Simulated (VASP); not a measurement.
# Zr4Si8H in VASP: a series of runs

Runs on Zr4Si8H. Level: PBEsol. Tasks: single point.

Everything below comes from runs of VASP 6.6.1. Logs are shortened: lines on timing, memory, paths and dates and some standing lists are left out, and cuts for length are marked.

**1. The cell of the first run**

The cell holds a slab with vacuum, 13 atoms: a = 3.657 Å, b = 3.674 Å, c = 31.453 Å, α = 90.00°, β = 90.00°, γ = 90.00°.

**2. Single point, PBEsol**

INCAR

```
SYSTEM = Zr4Si8H
PREC = Accurate
ENCUT = 520
EDIFF = 1E-7
ISMEAR = 0
SIGMA = 0.1
LREAL = .FALSE.
LASPH = .TRUE.
NELM = 80
ALGO = Normal
ISIF = 2
LWAVE = .FALSE.
LCHARG = .FALSE.
LDIPOL = .TRUE.
IDIPOL = 3
DIPOL = 0.5 0.5 0.485
GGA = PS
NBANDS = 52
```

KPOINTS

```
regular mesh
0
G
  8 8 1
  0 0 0
```

POSCAR

```
Zr4Si8H
1.0
    3.6567655750      0.0000000000      0.0000000000
    0.0000000000      3.6742585520      0.0000000000
    0.0000000000      0.0000000000     31.4530958601
Si Zr H
8 4 1
Direct
    0.2500000000      0.5000000000      0.2702436682
    0.7500000000      0.0000000000      0.2704583514
    0.2500000000      0.0000000000      0.3611375859
    0.7500000000      0.0000000000      0.4111138191
    0.2500000000      0.0000000000      0.5024279006
    0.7500000000      0.5000000000      0.5023556793
    0.2500000000      0.5000000000      0.5953667887
    0.7500000000      0.5000000000      0.6480932133
    0.7500000000      0.5000000000      0.3376312043
    0.2500000000      0.5000000000      0.4346202008
    0.7500000000      0.0000000000      0.5691137127
    0.2500000000      0.0000000000      0.6619846606
    0.2500000000      0.5000000000      0.7352335847
```

Potentials or basis: VASP PAW PBE potentials, release 64 (Si, Zr_sv, H).

Launch:

```sh
cat potpaw_PBE.64/Si/POTCAR potpaw_PBE.64/Zr_sv/POTCAR potpaw_PBE.64/H/POTCAR > POTCAR
mpirun -np 1 vasp_std > vasp.out
```

OUTCAR:

```text
SYSTEM = Zr4Si8H
   PREC = Accurate
   ENCUT = 520
   EDIFF = 1E-7
   ISMEAR = 0
   LREAL = .FALSE.
   LASPH = .TRUE.
   NELM = 80
   ISIF = 2
   GGA = PS

 ion  position               nearest neighbor table
   1  0.250  0.500  0.270-   2 2.59   2 2.59   2 2.59   2 2.59   9 2.80   9 2.80
   2  0.750  0.000  0.270-   1 2.59   1 2.59   1 2.59   1 2.59   9 2.80   9 2.80
   3  0.250  0.000  0.361-   4 2.41   4 2.41   9 2.70   9 2.70   9 2.70   9 2.70  10 2.95  10 2.95

   4  0.750  0.000  0.411-   3 2.41   3 2.41  10 2.70  10 2.70  10 2.70  10 2.70   9 2.95   9 2.95

   5  0.250  0.000  0.502-   6 2.59   6 2.59   6 2.59   6 2.59  11 2.78  11 2.78  10 2.81  10 2.81
[... 7 lines left out ...]
   9  0.750  0.500  0.338-   3 2.70   3 2.70   3 2.70   3 2.70   1 2.80   1 2.80   2 2.80   2 2.80
                             4 2.95   4 2.95  10 3.56  10 3.56
  10  0.250  0.500  0.435-   4 2.70   4 2.70   4 2.70   4 2.70   6 2.81   6 2.81   5 2.81   5 2.81
                             3 2.95   3 2.95   9 3.56   9 3.56
  11  0.750  0.000  0.569-   7 2.72   7 2.72   7 2.72   7 2.72   5 2.78   5 2.78   6 2.79   6 2.79
                             8 3.09   8 3.09  12 3.45  12 3.45
  12  0.250  0.000  0.662-   8 2.63   8 2.63   8 2.63   8 2.63   7 2.79   7 2.79  11 3.45  11 3.45

  13  0.250  0.500  0.735-

  LATTYP: Found a simple orthorhombic cell.
 ALAT       =     3.6567655750
 B/A-ratio  =     1.0047837294
 C/A-ratio  =     8.6013432404

  Lattice vectors:

 A1 = (   3.6567655750,   0.0000000000,   0.0000000000)
 A2 = (   0.0000000000,   3.6742585520,   0.0000000000)
 A3 = (   0.0000000000,   0.0000000000,  31.4530958601)

Analysis of symmetry for initial positions (statically):
=====================================================================
 Subroutine PRICEL returns:
 Original cell was already a primitive cell.

 Routine SETGRP: Setting up the symmetry group for a
 simple orthorhombic supercell.

 Subroutine GETGRP returns: Found  4 space group operations
 (whereof  2 operations were pure point group operations)
 out of a pool of  8 trial point group operations.

The static configuration has the point symmetry C_1h.
 The point group associated with its full space group is C_2v.

Analysis of symmetry for dynamics (positions and initial velocities):
=====================================================================
 Subroutine PRICEL returns:
 Original cell was already a primitive cell.

 Routine SETGRP: Setting up the symmetry group for a
 simple orthorhombic supercell.

 Subroutine GETGRP returns: Found  4 space group operations
 (whereof  2 operations were pure point group operations)
 out of a pool of  8 trial point group operations.

The dynamic configuration has the point symmetry C_1h.
 The point group associated with its full space group is C_2v.

 Subroutine INISYM returns: Found  4 space group operations
 (whereof  2 operations are pure point group operations),
 and found     1 'primitive' translations

----------------------------------------------------------------------------------------

                                     Primitive cell

  volume of cell :     422.6007

  direct lattice vectors                    reciprocal lattice vectors
     3.656765575  0.000000000  0.000000000     0.273465712  0.000000000  0.000000000
     0.000000000  3.674258552  0.000000000     0.000000000  0.272163754  0.000000000
     0.000000000  0.000000000 31.453095860     0.000000000  0.000000000  0.031793373

  length of vectors
     3.656765575  3.674258552 31.453095860     0.273465712  0.272163754  0.031793373

  position of ions in fractional coordinates (direct lattice)
     0.250000000  0.500000000  0.270243668
     0.750000000  0.000000000  0.270458351
     0.250000000  0.000000000  0.361137586
     0.750000000  0.000000000  0.411113819
     0.250000000  0.000000000  0.502427901
     0.750000000  0.500000000  0.502355679
     0.250000000  0.500000000  0.595366789
     0.750000000  0.500000000  0.648093213
     0.750000000  0.500000000  0.337631204
     0.250000000  0.500000000  0.434620201
     0.750000000  0.000000000  0.569113713
     0.250000000  0.000000000  0.661984661
     0.250000000  0.500000000  0.735233585

  ion indices of the primitive-cell ions
[... 31 lines left out ...]
     0.034183214  0.034020469  0.031793373

  Shift w.r.t. Gamma in fractional coordinates (k-lattice)
     0.000000000  0.000000000  0.000000000

 Subroutine IBZKPT returns following result:
 ===========================================

 Found     25 irreducible k-points:

 Following reciprocal coordinates:
            Coordinates               Weight
  0.000000  0.000000  0.000000      1.000000
  0.125000  0.000000  0.000000      2.000000
  0.250000  0.000000  0.000000      2.000000
  0.375000  0.000000  0.000000      2.000000
  0.500000  0.000000  0.000000      1.000000
  0.000000  0.125000  0.000000      2.000000
[... 16 lines left out ...]
  0.250000  0.500000  0.000000      2.000000
  0.375000  0.500000  0.000000      2.000000
   k-points           NKPTS =     25   k-points in BZ     NKDIM =     25   number of bands    NBANDS=     52
   number of dos      NEDOS =    301   number of ions     NIONS =     13
   total plane-waves  NPLWV = 188160
   dimension x,y,z NGX =    28 NGY =   28 NGZ =  240
   dimension x,y,z NGXF=    56 NGYF=   56 NGZF=  480
   ions per type =               8   4   1
   NGX,Y,Z   is equivalent  to a cutoff of  12.73, 12.67, 12.69 a.u.
   NGXF,Y,Z  is equivalent  to a cutoff of  25.46, 25.34, 25.37 a.u.
 SYSTEM =  Zr4Si8H
   PREC   = accura    normal or accurate (medium, high low for compatibility)
   ISTART =      0    job   : 0-new  1-cont  2-samecut
   ICHARG =      2    charge: 1-file 2-atom 10-const
   ISPIN  =      1    spin polarized calculation?
   LNONCOLLINEAR =      F non collinear calculations
   LSORBIT =      F    spin-orbit coupling
   LASPH  =      T    aspherical Exc in radial PAW
   ENCUT  =  520.0 eV  38.22 Ry    6.18 a.u.   6.80  6.83 58.48*2*pi/ulx,y,z
   NELM   =     80;   NELMIN=  2; NELMDL= -5     # of ELM steps
   EDIFF  = 0.1E-06   stopping-criterion for ELM
   LREAL  =      F    real-space projection
   EDIFFG = 0.1E-05   stopping-criterion for IOM
   NSW    =      0    number of steps for IOM
   IBRION =     -1    ionic relax: 0-MD 1-quasi-New 2-CG
   NFREE  =      0    steps in history (QN), initial steepest desc. (CG)
   ISIF   =      2    stress and relaxation
   ISYM   =      2    0-nonsym 1-usesym 2-fastsym
   POTIM  = 0.5000    time-step for ionic-motion
   TEBEG  =    0.0;   TEEND  =   0.0 temperature during run
   PSTRESS=    0.0 pullay stress
   NELECT =      81.0000    total number of electrons
   NUPDOWN=      -1.0000    fix difference up-down
   EMIN   =  10.00;   EMAX   =-10.00  energy-range for DOS
   EFERMI =   0.00;   METHOD = LEGACY
   ISMEAR =     0;   SIGMA  =   0.10  broadening in eV -4-tet -1-fermi 0-gaus
   EFERMI_NEDOS =   21; number of points for ismear=-14 and -15
   IALGO  =     38    algorithm
   IMIX   =      4    mixing-type and parameters
     AMIX     =   0.40;   BMIX     =  1.00
     AMIX_MAG =   1.60;   BMIX_MAG =  1.00
  volume/ion in A,a.u.               =      32.51       219.37
  Fermi-wavevector in a.u.,A,eV,Ry     =   0.943901  1.783714 12.122097  0.890949
  Thomas-Fermi vector in A             =   2.071653
   LORBIT       =      0    0 simple, 1 ext, 2 COOP (PROOUT), +10 PAW based schemes
   GGA     = PS    functional components
   LHFCALC =     F    Hartree Fock is set to
   AEXX    =    0.0000 exact exchange contribution
   IVDW    =     0    specifies the selected vdW correction
   LEPSILON=     F    determine dielectric tensor
   LRPA    =     F    only Hartree local field effects (RPA)
 non-spin polarized calculation
 Gauss-broadening in eV      SIGMA  =   0.10
  energy-cutoff  :      520.00
  volume of cell :      422.60
 maximum number of plane-waves:     11452
 NGX is ok and might be reduce to    28
   NGX = 13   NGY = 13   NGZ =117

 dipolmoment           0.000000      0.000000     -0.000601 electrons x Angstroem

 number of electron      80.9999998 magnetization

 dipolmoment           0.000000      0.000000      0.056040 electrons x Angstroem

 Free energy of the ion-electron system (eV)
  ---------------------------------------------------
  ext. energy  EPLUGINS =         0.00000000
  ---------------------------------------------------
  free energy    TOTEN  =       -89.92680907 eV

  energy without entropy =      -89.89526875  energy(sigma->0) =      -89.91103891

 E-fermi :   1.7240     XC(G=0):  -6.0786

 val. band max:        1.7137758148   @ k =   0.2500   0.2500   0.0000
 cond. band min:       1.7349176022   @ k =   0.0000   0.2500   0.0000
 fundamental gap:      0.0211417874
 Fermi energy:         1.7240468061

 k-point     1 :       0.0000    0.0000    0.0000
  band No.  band energies     occupation
      1     -47.1822      2.00000
      2     -46.6875      2.00000
      3     -46.6126      2.00000
      4     -46.6025      2.00000
      5     -25.3923      2.00000
      6     -25.2431      2.00000
[... 1309 lines left out ...]
     51       4.9830      0.00000
     52       5.2143      0.00000

 [... further k-points ...]

------------------------ aborting loop because EDIFF is reached ----------------------------------------

 vacuum level on the upper side and lower side of the slab       (xc-potential included)         0.291        -0.440

  FORCE on cell =-STRESS in cart. coord.  units (eV):
  Direction    XX          YY          ZZ          XY          YZ          ZX
  --------------------------------------------------------------------------------------
  -------------------------------------------------------------------------------------
  Total       -1.2745765     -2.9077103     -2.5039141      0.0000000      0.0000000      0.0000000
  in kB       -4.8322152    -11.0238041     -9.4929191      0.0000000      0.0000000      0.0000000
  external PRESSURE =      -8.4496461 kB  Pullay stress =       0.0000000 kB

 VOLUME and BASIS-vectors are now :
 -----------------------------------------------------------------------------
  energy-cutoff  :      520.00
  volume of cell :      422.60
      direct lattice vectors                 reciprocal lattice vectors
     3.656765575  0.000000000  0.000000000     0.273465712  0.000000000  0.000000000
     0.000000000  3.674258552  0.000000000     0.000000000  0.272163754  0.000000000
     0.000000000  0.000000000 31.453095860     0.000000000  0.000000000  0.031793373

 POSITION                                       TOTAL-FORCE (eV/Angst)
 -----------------------------------------------------------------------------------
      0.91419      1.83713      8.50000         0.000000      0.000000     -0.180304
      2.74257      0.00000      8.50675         0.000000      0.000000     -0.255301
      0.91419      0.00000     11.35890         0.000000      0.000000     -0.387207
      2.74257      0.00000     12.93080         0.000000      0.000000      0.037760
      0.91419      0.00000     15.80291         0.000000      0.000000     -0.046949
      2.74257      1.83713     15.80064         0.000000      0.000000     -0.030092
      0.91419      1.83713     18.72613         0.000000      0.000000     -0.294145
      2.74257      1.83713     20.38454         0.000000      0.000000     -0.331629
      2.74257      1.83713     10.61955         0.000000      0.000000      0.710817
      0.91419      1.83713     13.67015         0.000000      0.000000      0.100115
      2.74257      0.00000     17.90039         0.000000      0.000000      0.157617
      0.91419      0.00000     20.82147         0.000000      0.000000      2.206965
      0.91419      1.83713     23.12537         0.000000      0.000000     -1.687646
 -----------------------------------------------------------------------------------
    total drift:                               -0.000000      0.000000      0.000104

  FREE ENERGIE OF THE ION-ELECTRON SYSTEM (eV)
  ---------------------------------------------------
  free  energy   TOTEN  =       -89.9268090687 eV

  energy  without entropy=      -89.8952687457  energy(sigma->0) =      -89.91103891

 vacuum level on the upper side and lower side of the slab         7.684         6.942
```

It took 51 min on 1 thread of Intel Xeon 8259CL, shared host; peak memory 0.71 GiB.

Results:

```yaml
Free_energy: -89.9268 eV
Largest_force: 2.207 eV/Å
Band_gap_on_the_k_mesh: zero (an odd number of electrons rules out a gap without spin polarisation)
```

Forces in eV/Å, atoms in the order of the input:
```
Si   0.000  0.000 -0.180
Si   0.000  0.000 -0.255
Si   0.000  0.000 -0.387
Si   0.000  0.000  0.038
Si   0.000  0.000 -0.047
Si   0.000  0.000 -0.030
Si   0.000  0.000 -0.294
Si   0.000  0.000 -0.332
Zr   0.000  0.000  0.711
Zr   0.000  0.000  0.100
Zr   0.000  0.000  0.158
Zr   0.000  0.000  2.207
H    0.000  0.000 -1.688
```

Levels at points of the mesh, in eV from the Fermi level:
| k point | band 37 | band 38 | band 39 | band 40 | band 41 | band 42 | band 43 | band 44 |
| --- | --- | --- | --- | --- | --- | --- | --- | --- |
| (0.00, 0.00, 0.00) | -1.52 | -1.43 | -1.24 | 0.14 | 0.38 | 0.89 | 1.25 | 1.64 |
| (0.50, 0.00, 0.00) | -0.99 | -0.48 | -0.39 | -0.10 | -0.01 | 0.51 | 0.54 | 0.99 |
| (0.00, 0.50, 0.00) | -0.85 | -0.45 | -0.38 | -0.38 | 0.06 | 0.24 | 0.41 | 1.15 |
| (0.50, 0.50, 0.00) | -1.96 | -1.92 | -1.03 | -0.35 | -0.33 | 0.63 | 2.03 | 2.39 |

Caveat: the PAW data sets were made with another functional, which shifts forces and pressure a little.

**3. Single point, PBEsol**

INCAR

```
SYSTEM = Zr4Si8H
ALGO = Normal ; DIPOL = 0.5 0.5 0.480
EDIFF = 1E-6 ; ENCUT = 520
GGA = PS ; IDIPOL = 3
ISIF = 2 ; ISMEAR = 0
LASPH = .True. ; LCHARG = .False.
LDIPOL = .True. ; LREAL = .False.
LWAVE = .False. ; NBANDS = 52
NELM = 100 ; PREC = Accurate
SIGMA = 0.1
```

KPOINTS

```
k-points
0
Gamma
  8 8 1
  0 0 0
```

POSCAR: that of step 2 with these lines changed.

```diff
@@ -20,2 +20,2 @@
     0.2500000000      0.0000000000      0.6619846606
-    0.2500000000      0.5000000000      0.7352335847
+    0.2500000000      0.5000000000      0.6795951825
```

Potentials or basis: VASP PAW PBE potentials, release 64 (Si, Zr_sv, H).

Launch:

```sh
cat potpaw_PBE.64/Si/POTCAR potpaw_PBE.64/Zr_sv/POTCAR potpaw_PBE.64/H/POTCAR > POTCAR
mpirun -np 1 vasp_std > vasp.out
```

OUTCAR:

```text
SYSTEM = Zr4Si8H
   EDIFF = 1E-6
   ENCUT = 520
   GGA = PS
   ISIF = 2
   ISMEAR = 0
   LASPH = .True.
   LREAL = .False.
   NELM = 100
   PREC = Accurate

 ion  position               nearest neighbor table
   1  0.250  0.500  0.270-   2 2.59   2 2.59   2 2.59   2 2.59   9 2.80   9 2.80
   2  0.750  0.000  0.270-   1 2.59   1 2.59   1 2.59   1 2.59   9 2.80   9 2.80
   3  0.250  0.000  0.361-   4 2.41   4 2.41   9 2.70   9 2.70   9 2.70   9 2.70  10 2.95  10 2.95
[... 1576 lines left out ...]
 -----------------------------------------------------------------------------
  energy-cutoff  :      520.00
  volume of cell :      422.60
      direct lattice vectors                 reciprocal lattice vectors
     3.656765575  0.000000000  0.000000000     0.273465712  0.000000000  0.000000000
     0.000000000  3.674258552  0.000000000     0.000000000  0.272163754  0.000000000
     0.000000000  0.000000000 31.453095860     0.000000000  0.000000000  0.031793373

 POSITION                                       TOTAL-FORCE (eV/Angst)
 -----------------------------------------------------------------------------------
      0.91419      1.83713      8.50000         0.000000      0.000000     -0.182222
      2.74257      0.00000      8.50675         0.000000      0.000000     -0.285231
      0.91419      0.00000     11.35890         0.000000      0.000000     -0.325544
      2.74257      0.00000     12.93080         0.000000      0.000000      0.073294
      0.91419      0.00000     15.80291         0.000000      0.000000      0.028844
      2.74257      1.83713     15.80064         0.000000      0.000000      0.065669
      0.91419      1.83713     18.72613         0.000000      0.000000     -0.390131
      2.74257      1.83713     20.38454         0.000000      0.000000     -0.708592
      2.74257      1.83713     10.61955         0.000000      0.000000      0.689538
      0.91419      1.83713     13.67015         0.000000      0.000000     -0.026455
      2.74257      0.00000     17.90039         0.000000      0.000000     -0.204681
      0.91419      0.00000     20.82147         0.000000      0.000000     -0.109977
      0.91419      1.83713     21.37537         0.000000      0.000000      1.375488
 -----------------------------------------------------------------------------------
    total drift:                               -0.000000      0.000000      0.000087

  FREE ENERGIE OF THE ION-ELECTRON SYSTEM (eV)
  ---------------------------------------------------
  free  energy   TOTEN  =       -90.9513911469 eV

  energy  without entropy=      -90.9213898661  energy(sigma->0) =      -90.93639051

 vacuum level on the upper side and lower side of the slab         5.845         7.550
```

OSZICAR:

```text
N       E                     dE             d eps       ncg     rms          rms(c)
DAV:   1     0.690759985854E+03    0.69076E+03   -0.36613E+04  2816   0.132E+03
DAV:   2    -0.297023542694E+02   -0.72046E+03   -0.70097E+03  3152   0.357E+02
DAV:   3    -0.883280052553E+02   -0.58626E+02   -0.57594E+02  3720   0.841E+01
[... 27 lines left out ...]
DAV:  31    -0.909513777320E+02   -0.10937E-04   -0.84638E-07  2156   0.239E-03    0.695E-04
DAV:  32    -0.909513856611E+02   -0.79291E-05   -0.58070E-07  2092   0.148E-03    0.913E-04
DAV:  33    -0.909513873430E+02   -0.16819E-05   -0.48304E-08  1628   0.740E-04    0.531E-04
DAV:  34    -0.909513904743E+02   -0.31313E-05   -0.16065E-07  1796   0.969E-04    0.395E-04
DAV:  35    -0.909513911469E+02   -0.67260E-06   -0.28446E-08  1592   0.498E-04
   1 F= -.90951391E+02 E0= -.90936391E+02  d E =-.300013E-01
```

It took 47 min on 1 thread of Intel Xeon 8259CL, shared host; peak memory 0.71 GiB.

What came out:

```yaml
Free_energy: -90.9514 eV
Largest_force: 1.375 eV/Å
Band_gap_on_the_k_mesh: zero (an odd number of electrons rules out a gap without spin polarisation)
```

Forces in eV/Å, atoms in the order of the input:
```
Si   0.000  0.000 -0.182
Si   0.000  0.000 -0.285
Si   0.000  0.000 -0.326
Si   0.000  0.000  0.073
Si   0.000  0.000  0.029
Si   0.000  0.000  0.066
Si   0.000  0.000 -0.390
Si   0.000  0.000 -0.709
Zr   0.000  0.000  0.690
Zr   0.000  0.000 -0.026
Zr   0.000  0.000 -0.205
Zr   0.000  0.000 -0.110
H    0.000  0.000  1.375
```

Caveat: the PAW data sets were made with another functional, which shifts forces and pressure a little.
